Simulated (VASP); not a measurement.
# Al (Fm-3m) in VASP: a series of runs

The runs below take Al through single point, with RPBE.

Program: VASP 6.6.1. These are calculated values, not measurements. Logs are shortened: lines on timing, memory, paths and dates and some standing lists are left out, and cuts for length are marked.

## Step 1: The cell of the first run

Symmetry: Fm-3m, No. 225, cubic system. The conventional cell has a = 3.953 Å, b = 3.953 Å, c = 3.953 Å, α = 90.00°, β = 90.00°, γ = 90.00°. Al (site symmetry m-3m) has 12 Al at 2.80 Å within 3.7 Å.

## Step 2: Single point, RPBE (volume scaled by 0.92)

The input, INCAR:

```
SYSTEM = Al
PREC     = Accurate       ! precision mode
ENCUT    = 520            ! plane-wave cutoff, eV
EDIFF    = 1E-6           ! SCF threshold, eV
ISMEAR   = -1             ! smearing method
SIGMA    = 0.1            ! smearing width, eV
LREAL    = .FALSE.        ! projectors in reciprocal space
LASPH    = .TRUE.         ! aspherical terms in the spheres
NELM     = 100            ! most SCF steps
ALGO     = Normal         ! electronic algorithm
ISIF     = 2              ! what is computed and relaxed
LWAVE    = .FALSE.        ! write WAVECAR
LCHARG   = .FALSE.        ! write CHGCAR
GGA      = RP             ! functional
NBANDS   = 8              ! bands
```

The input, KPOINTS:

```
regular mesh
0
G
  22 22 22
  0 0 0
```

The input, POSCAR:

```
Al
1.0
    0.0000000000      1.9766428892      1.9766428892
    1.9766428892      0.0000000000      1.9766428892
    1.9766428892      1.9766428892      0.0000000000
Al
1
Direct
    0.0000000000      0.0000000000      0.0000000000
```

Potentials or basis: VASP PAW PBE potentials, release 64 (Al).

Command:

```
$ cat potpaw_PBE.64/Al/POTCAR > POTCAR
$ mpirun -np 1 vasp_std > vasp.out
```

OUTCAR:

```text
SYSTEM = Al
   PREC = Accurate
   ENCUT = 520
   EDIFF = 1E-6
   ISMEAR = -1
   LREAL = .FALSE.
   LASPH = .TRUE.
   NELM = 100
   ISIF = 2
   GGA = RP

 ion  position               nearest neighbor table
   1  0.000  0.000  0.000-

  LATTYP: Found a face centered cubic cell.
 ALAT       =     3.9532857784

  Lattice vectors:

 A1 = (   0.0000000000,   1.9766428892,   1.9766428892)
 A2 = (   1.9766428892,   0.0000000000,   1.9766428892)
 A3 = (   1.9766428892,   1.9766428892,   0.0000000000)

Analysis of symmetry for initial positions (statically):
=====================================================================
 Subroutine PRICEL returns:
 Original cell was already a primitive cell.

 Routine SETGRP: Setting up the symmetry group for a
 face centered cubic supercell.

 Subroutine GETGRP returns: Found 48 space group operations
 (whereof 48 operations were pure point group operations)
 out of a pool of 48 trial point group operations.

The static configuration has the point symmetry O_h .

Analysis of symmetry for dynamics (positions and initial velocities):
=====================================================================
 Subroutine PRICEL returns:
 Original cell was already a primitive cell.

 Routine SETGRP: Setting up the symmetry group for a
 face centered cubic supercell.

 Subroutine GETGRP returns: Found 48 space group operations
 (whereof 48 operations were pure point group operations)
 out of a pool of 48 trial point group operations.

The dynamic configuration has the point symmetry O_h .

 Subroutine INISYM returns: Found 48 space group operations
 (whereof 48 operations are pure point group operations),
 and found     1 'primitive' translations

----------------------------------------------------------------------------------------

                                     Primitive cell

  volume of cell :      15.4460

  direct lattice vectors                    reciprocal lattice vectors
     0.000000000  1.976642889  1.976642889    -0.252954139  0.252954139  0.252954139
     1.976642889  0.000000000  1.976642889     0.252954139 -0.252954139  0.252954139
     1.976642889  1.976642889  0.000000000     0.252954139  0.252954139 -0.252954139

  length of vectors
     2.795395182  2.795395182  2.795395182     0.438129421  0.438129421  0.438129421

  position of ions in fractional coordinates (direct lattice)
     0.000000000  0.000000000  0.000000000

  ion indices of the primitive-cell ions
   primitive index   ion index
                 1           1

----------------------------------------------------------------------------------------

 KPOINTS: regular mesh

Automatic generation of k-mesh.
 Grid dimensions read from file:
 generate k-points for:   22   22   22

 Generating k-lattice:

  Cartesian coordinates                     Fractional coordinates (reciprocal lattice)
    -0.011497915  0.011497915  0.011497915     0.045454545  0.000000000  0.000000000
     0.011497915 -0.011497915  0.011497915     0.000000000  0.045454545  0.000000000
     0.011497915  0.011497915 -0.011497915     0.000000000  0.000000000  0.045454545

  Length of vectors
     0.019914974  0.019914974  0.019914974

  Shift w.r.t. Gamma in fractional coordinates (k-lattice)
     0.000000000  0.000000000  0.000000000

 Subroutine IBZKPT returns following result:
 ===========================================

 Found    328 irreducible k-points:

 Following reciprocal coordinates:
            Coordinates               Weight
  0.000000  0.000000  0.000000      1.000000
  0.045455  0.000000  0.000000      8.000000
  0.090909  0.000000  0.000000      8.000000
  0.136364  0.000000  0.000000      8.000000
  0.181818  0.000000  0.000000      8.000000
  0.227273  0.000000  0.000000      8.000000
[... 16 lines left out ...]
  0.500000  0.045455  0.000000     24.000000
 -0.454545  0.045455  0.000000     24.000000
 [... further k-points ...]
   k-points           NKPTS =    328   k-points in BZ     NKDIM =    328   number of bands    NBANDS=      8
   number of dos      NEDOS =    301   number of ions     NIONS =      1
   total plane-waves  NPLWV =  13824
   dimension x,y,z NGX =    24 NGY =   24 NGZ =   24
   dimension x,y,z NGXF=    48 NGYF=   48 NGZF=   48
   ions per type =               1
   NGX,Y,Z   is equivalent  to a cutoff of  14.27, 14.27, 14.27 a.u.
   NGXF,Y,Z  is equivalent  to a cutoff of  28.55, 28.55, 28.55 a.u.
 SYSTEM =  Al
   PREC   = accura    normal or accurate (medium, high low for compatibility)
   ISTART =      0    job   : 0-new  1-cont  2-samecut
   ICHARG =      2    charge: 1-file 2-atom 10-const
   ISPIN  =      1    spin polarized calculation?
   LNONCOLLINEAR =      F non collinear calculations
   LSORBIT =      F    spin-orbit coupling
   LASPH  =      T    aspherical Exc in radial PAW
   ENCUT  =  520.0 eV  38.22 Ry    6.18 a.u.   5.20  5.20  5.20*2*pi/ulx,y,z
   NELM   =    100;   NELMIN=  2; NELMDL= -5     # of ELM steps
   EDIFF  = 0.1E-05   stopping-criterion for ELM
   LREAL  =      F    real-space projection
   EDIFFG = 0.1E-04   stopping-criterion for IOM
   NSW    =      0    number of steps for IOM
   IBRION =     -1    ionic relax: 0-MD 1-quasi-New 2-CG
   NFREE  =      0    steps in history (QN), initial steepest desc. (CG)
   ISIF   =      2    stress and relaxation
   ISYM   =      2    0-nonsym 1-usesym 2-fastsym
   POTIM  = 0.5000    time-step for ionic-motion
   TEBEG  =    0.0;   TEEND  =   0.0 temperature during run
   PSTRESS=    0.0 pullay stress
   NELECT =       3.0000    total number of electrons
   NUPDOWN=      -1.0000    fix difference up-down
   EMIN   =  10.00;   EMAX   =-10.00  energy-range for DOS
   EFERMI =   0.00;   METHOD = LEGACY
   ISMEAR =    -1;   SIGMA  =   0.10  broadening in eV -4-tet -1-fermi 0-gaus
   EFERMI_NEDOS =   21; number of points for ismear=-14 and -15
   IALGO  =     38    algorithm
   IMIX   =      4    mixing-type and parameters
     AMIX     =   0.40;   BMIX     =  1.00
     AMIX_MAG =   1.60;   BMIX_MAG =  1.00
  volume/ion in A,a.u.               =      15.45       104.23
  Fermi-wavevector in a.u.,A,eV,Ry     =   0.948077  1.791606 12.229602  0.898850
  Thomas-Fermi vector in A             =   2.076231
   LORBIT       =      0    0 simple, 1 ext, 2 COOP (PROOUT), +10 PAW based schemes
   GGA     = RP    functional components
   LHFCALC =     F    Hartree Fock is set to
   AEXX    =    0.0000 exact exchange contribution
   IVDW    =     0    specifies the selected vdW correction
   LEPSILON=     F    determine dielectric tensor
   LRPA    =     F    only Hartree local field effects (RPA)
 non-spin polarized calculation
  energy-cutoff  :      520.00
  volume of cell :       15.45
 maximum number of plane-waves:       444
 NGX is ok and might be reduce to    24
   NGX = 11   NGY = 11   NGZ = 11

 number of electron       3.0000000 magnetization

 Free energy of the ion-electron system (eV)
  ---------------------------------------------------
  ext. energy  EPLUGINS =         0.00000000
  ---------------------------------------------------
  free energy    TOTEN  =        -3.48687149 eV

  energy without entropy =       -3.47492963  energy(sigma->0) =       -3.48090056

 E-fermi :   8.7929     XC(G=0): -10.3802

 val. band max:        8.7818254033   @ k =  -0.4091   0.3636   0.0000
 cond. band min:       8.8350336514   @ k =   0.4545   0.1818   0.0909
 fundamental gap:      0.0532082482
 Fermi energy:         8.7928754969

 k-point     1 :       0.0000    0.0000    0.0000
  band No.  band energies     occupation
      1      -2.7999      2.00000
      2      21.7737      0.00000
      3      21.7737      0.00000
      4      21.7737      0.00000
      5      23.9095      0.00000
      6      23.9095      0.00000
      7      23.9095      0.00000
      8      25.6803      0.00000

 k-point     2 :       0.0455    0.0000    0.0000
  band No.  band energies     occupation
      1      -2.7413      2.00000
      2      20.6900      0.00000
      3      21.6020      0.00000
      4      21.6020      0.00000
      5      24.1760      0.00000
      6      24.1760      0.00000
      7      24.2829      0.00000
      8      26.3455      0.00000

 k-point     3 :       0.0909    0.0000    0.0000
  band No.  band energies     occupation
      1      -2.5653      2.00000
      2      18.8661      0.00000
      3      21.2427      0.00000
      4      21.2427      0.00000
      5      24.3450      0.00000
      6      24.8130      0.00000
      7      24.8130      0.00000
      8      27.7819      0.00000

 k-point     4 :       0.1364    0.0000    0.0000
  band No.  band energies     occupation
      1      -2.2725      2.00000
      2      16.9607      0.00000
      3      20.8693      0.00000
      4      20.8693      0.00000
      5      24.2005      0.00000
      6      25.5846      0.00000
      7      25.5846      0.00000
      8      26.8814      0.00000

 k-point     5 :       0.1818    0.0000    0.0000
  band No.  band energies     occupation
      1      -1.8638      2.00000
      2      15.0811      0.00000
      3      20.5486      0.00000
      4      20.5486      0.00000
      5      24.0155      0.00000
      6      25.5586      0.00000
      7      25.5586      0.00000
      8      26.9081      0.00000
[... 177 lines left out ...]
 k-point    22 :       0.4545    0.0455    0.0000
  band No.  band energies     occupation
      1       2.6219      2.00000
      2       5.9308      2.00000
      3      19.4260      0.00000
      4      19.8958      0.00000
      5      20.8594      0.00000
      6      22.4078      0.00000
      7      24.8021      0.00000
      8      25.8519      0.00000

 k-point    23 :       0.5000    0.0455    0.0000
  band No.  band energies     occupation
      1       3.7275      2.00000
      2       4.6552      2.00000
      3      19.4836      0.00000
      4      19.7065      0.00000
      5      21.1124      0.00000
      6      21.9655      0.00000
      7      24.9850      0.00000
      8      25.5009      0.00000

 k-point    24 :      -0.4545    0.0455    0.0000
  band No.  band energies     occupation
      1       3.3599      2.00000
      2       5.0568      2.00000
      3      19.1453      0.00000
      4      20.0820      0.00000
      5      21.4888      0.00000
      6      21.6225      0.00000
      7      24.7980      0.00000
      8      25.7154      0.00000

 [... further k-points ...]
[... 5 lines left out ...]
  --------------------------------------------------------------------------------------
  -------------------------------------------------------------------------------------
  Total        0.7224995      0.7224995      0.7224995     -0.0000000      0.0000000      0.0000000
  in kB       74.9434142     74.9434142     74.9434142     -0.0000000      0.0000000      0.0000000
  external PRESSURE =      74.9434142 kB  Pullay stress =       0.0000000 kB

 VOLUME and BASIS-vectors are now :
 -----------------------------------------------------------------------------
  energy-cutoff  :      520.00
  volume of cell :       15.45
      direct lattice vectors                 reciprocal lattice vectors
     0.000000000  1.976642889  1.976642889    -0.252954139  0.252954139  0.252954139
     1.976642889  0.000000000  1.976642889     0.252954139 -0.252954139  0.252954139
     1.976642889  1.976642889  0.000000000     0.252954139  0.252954139 -0.252954139

 POSITION                                       TOTAL-FORCE (eV/Angst)
 -----------------------------------------------------------------------------------
      0.00000      0.00000      0.00000        -0.000000     -0.000000     -0.000000
 -----------------------------------------------------------------------------------
    total drift:                                0.000000     -0.000000      0.000000

  FREE ENERGIE OF THE ION-ELECTRON SYSTEM (eV)
  ---------------------------------------------------
  free  energy   TOTEN  =        -3.4868714884 eV

  energy  without entropy=       -3.4749296314  energy(sigma->0) =       -3.48090056
```

Run time: 14 s. Hardware: 1 thread of Intel Xeon 6975P-C, shared host; peak memory 0.16 GiB.

What came out:

```
Free energy : -3.4869 eV
Pressure    : 7.5 GPa
```

Caveat: the cell differs from its parent crystal (volume scaled by 0.92); the PAW data sets were made with another functional, which shifts forces and pressure a little.

## Step 3: Single point, RPBE (volume scaled by 0.96)

The input, INCAR:

```
PREC = Accurate ; ENCUT = 520
EDIFF = 1E-7 ; ISMEAR = -1
SIGMA = 0.1 ; LREAL = False
LASPH = True ; NELM = 60
ALGO = Normal ; ISIF = 2
LWAVE = False ; LCHARG = False
GGA = RP ; NBANDS = 8
```

The input, KPOINTS:

```
regular mesh
0
Gamma
  22 22 22
```

The input, POSCAR:

```
Al
1.0
    0.0000000000      2.0048844603      2.0048844603
    2.0048844603      0.0000000000      2.0048844603
    2.0048844603      2.0048844603      0.0000000000
Al
1
Direct
    0.0000000000      0.0000000000      0.0000000000
```

Potentials or basis: VASP PAW PBE potentials, release 64 (Al).

Command:

```
$ cat potpaw_PBE.64/Al/POTCAR > POTCAR
$ mpirun -np 1 vasp_std > vasp.out
```

OUTCAR:

```text
PREC = Accurate
   ENCUT = 520
   EDIFF = 1E-7
   ISMEAR = -1
   LREAL = False
   LASPH = True
   NELM = 60
   ISIF = 2
   GGA = RP

 ion  position               nearest neighbor table
   1  0.000  0.000  0.000-

  LATTYP: Found a face centered cubic cell.
 ALAT       =     4.0097689206

  Lattice vectors:

 A1 = (   0.0000000000,   2.0048844603,   2.0048844603)
 A2 = (   2.0048844603,   0.0000000000,   2.0048844603)
[... 190 lines left out ...]
      8      24.9043      0.00000
[... 243 lines left out ...]
 k-point    24 :      -0.4545    0.0455    0.0000
  band No.  band energies     occupation
      1       3.0471      2.00000
      2       4.6783      2.00000
      3      18.4159      0.00000
      4      19.3274      0.00000
      5      20.6504      0.00000
      6      20.7791      0.00000
      7      23.9605      0.00000
      8      24.7401      0.00000

 [... further k-points ...]
[... 5 lines left out ...]
  --------------------------------------------------------------------------------------
  -------------------------------------------------------------------------------------
  Total        0.3298878      0.3298878      0.3298878     -0.0000000     -0.0000000      0.0000000
  in kB       32.7928221     32.7928221     32.7928221     -0.0000000     -0.0000000      0.0000000
  external PRESSURE =      32.7928221 kB  Pullay stress =       0.0000000 kB

 VOLUME and BASIS-vectors are now :
 -----------------------------------------------------------------------------
  energy-cutoff  :      520.00
  volume of cell :       16.12
      direct lattice vectors                 reciprocal lattice vectors
     0.000000000  2.004884460  2.004884460    -0.249390930  0.249390930  0.249390930
     2.004884460  0.000000000  2.004884460     0.249390930 -0.249390930  0.249390930
     2.004884460  2.004884460  0.000000000     0.249390930  0.249390930 -0.249390930

 POSITION                                       TOTAL-FORCE (eV/Angst)
 -----------------------------------------------------------------------------------
      0.00000      0.00000      0.00000         0.000000     -0.000000     -0.000000
 -----------------------------------------------------------------------------------
    total drift:                               -0.000000      0.000000      0.000000

  FREE ENERGIE OF THE ION-ELECTRON SYSTEM (eV)
  ---------------------------------------------------
  free  energy   TOTEN  =        -3.5091660837 eV

  energy  without entropy=       -3.4968211863  energy(sigma->0) =       -3.50299364
```

OSZICAR:

```text
N       E                     dE             d eps       ncg     rms          rms(c)
DAV:   1    -0.209881820147E+01   -0.20988E+01   -0.86396E+02  5280   0.204E+02
DAV:   2    -0.352443596417E+01   -0.14256E+01   -0.13767E+01  7440   0.189E+01
DAV:   3    -0.353072923154E+01   -0.62933E-02   -0.62907E-02  6688   0.142E+00
DAV:   4    -0.353074470701E+01   -0.15475E-04   -0.15475E-04  8232   0.610E-02
DAV:   5    -0.353074474735E+01   -0.40342E-07   -0.40976E-07  6776   0.166E-03    0.190E+00
DAV:   6    -0.351868444643E+01    0.12060E-01   -0.13766E-03  6928   0.208E-01    0.110E+00
DAV:   7    -0.350918432478E+01    0.95001E-02   -0.42590E-03  6896   0.335E-01    0.196E-01
DAV:   8    -0.350917014050E+01    0.14184E-04   -0.12883E-05  7768   0.261E-02    0.584E-02
DAV:   9    -0.350916642345E+01    0.37171E-05   -0.18288E-06  7336   0.741E-03    0.539E-04
DAV:  10    -0.350916622847E+01    0.19498E-06   -0.72324E-09  7104   0.645E-04    0.111E-03
DAV:  11    -0.350916606342E+01    0.16505E-06   -0.72079E-10  3960   0.174E-04    0.489E-05
DAV:  12    -0.350916608371E+01   -0.20291E-07   -0.53227E-11  3488   0.475E-05
   1 F= -.35091661E+01 E0= -.35029936E+01  d E =-.123449E-01
```

Run time: 14 s. Hardware: 1 thread of Intel Xeon 6975P-C, shared host; peak memory 0.16 GiB.

Results:

```yaml
Free_energy: -3.5092 eV
Pressure: 3.3 GPa
```

Levels at points of the mesh, in eV from the Fermi level:
| k point | band 1 | band 2 | band 3 | band 4 |
| --- | --- | --- | --- | --- |
| (0.00, 0.00, 0.00) | -11.29 | 12.74 | 12.74 | 12.74 |
| (0.50, 0.00, 0.00) | -4.70 | -4.38 | 11.55 | 11.55 |
| (0.50, 0.50, 0.00) | -2.98 | -1.58 | 5.23 | 5.74 |

Caveat: the cell differs from its parent crystal (volume scaled by 0.96); the PAW data sets were made with another functional, which shifts forces and pressure a little.

## Step 4: Single point, RPBE

This run uses another cell than the first one, of 16.79 Å³/atom, 1.087 times its volume.

The input, INCAR:

```
SYSTEM = Al
ALGO = Normal ; EDIFF = 1E-7
ENCUT = 520 ; GGA = RP
ISIF = 2 ; ISMEAR = -1
LASPH = .True. ; LCHARG = .True.
LELF = .True. ; LREAL = .False.
LVHAR = .True. ; LWAVE = .False.
NBANDS = 8 ; NELM = 80
PREC = Accurate ; SIGMA = 0.1
```

The input, KPOINTS:

```
k-points
0
Gamma
  22 22 22
  0 0 0
```

The input, POSCAR:

```
Al
1.0
    0.0000000000      2.0323520442      2.0323520442
    2.0323520442      0.0000000000      2.0323520442
    2.0323520442      2.0323520442      0.0000000000
Al
1
Direct
    0.0000000000      0.0000000000      0.0000000000
```

Command:

```
$ cat potpaw_PBE.64/Al/POTCAR > POTCAR
$ mpirun -np 1 vasp_std > vasp.out
```

It took 18 s on 1 thread of Intel Xeon 6975P-C, shared host; peak memory 0.16 GiB.

It converged, with:

* Free energy: -3.5156 eV
* Pressure: -0.1 GPa

Levels at points of the mesh, in eV from the Fermi level:
| k point | band 1 | band 2 | band 3 | band 4 | band 5 | band 6 |
| --- | --- | --- | --- | --- | --- | --- |
| (0.00, 0.00, 0.00) | -11.00 | 12.51 | 12.51 | 12.51 | 14.01 | 14.01 |
| (0.50, 0.00, 0.00) | -4.53 | -4.32 | 11.32 | 11.32 | 11.37 | 11.37 |
| (0.50, 0.50, 0.00) | -2.88 | -1.57 | 5.22 | 5.56 | 5.56 | 8.99 |

Caveat: the PAW data sets were made with another functional, which shifts forces and pressure a little.

(Part 1 of 2 ends here.)
